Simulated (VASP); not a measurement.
A run of VASP 6.6.1 is set up as follows.

File INCAR:

```
  PREC = Accurate
  ENCUT = 600
  EDIFF = 1E-7
  ISMEAR = 1
  SIGMA = 0.1
  LREAL = F
  LASPH = T
  NELM = 100
  ALGO = Normal
  ISIF = 3
  LWAVE = F
  LCHARG = F
  GGA = PE
  IBRION = 2
  NSW = 50
  EDIFFG = -0.03
  PSTRESS = 450.0
```

File KPOINTS:

```
regular mesh
0
Gamma
  10 10 10
```

File POSCAR:

```
Nb
1.0
    1.6650000000      1.6650000000      1.6650000000
   -1.6650000000      1.6650000000      1.6650000000
   -1.6650000000     -1.6650000000      1.6650000000
Nb
1
Direct
    0.0000000000      0.0000000000      0.0000000000
```

Potentials or basis: VASP PAW PBE potentials, release 64 (Nb_sv).

Command:

```sh
$ cat potpaw_PBE.64/Nb_sv/POTCAR > POTCAR
$ mpirun -np 1 vasp_std > vasp.out
```

(1) What does it give for the space group after relaxing (to 0.05 Å)?

(2) What does it give for the relaxed volume?

(3) Predict the relaxed cell.

## Answers

(1) Im-3m (No. 229).

(2) 14.91 Å³/atom.

(3) a = 2.686 Å, b = 2.686 Å, c = 2.686 Å, α = 70.53°, β = 109.47°, γ = 70.53°.

Caveat: the cell is relaxed towards a set pressure, so the enthalpy falls and the energy may rise; the volume moved by over 15 % at a fixed basis, so the end points are rough.
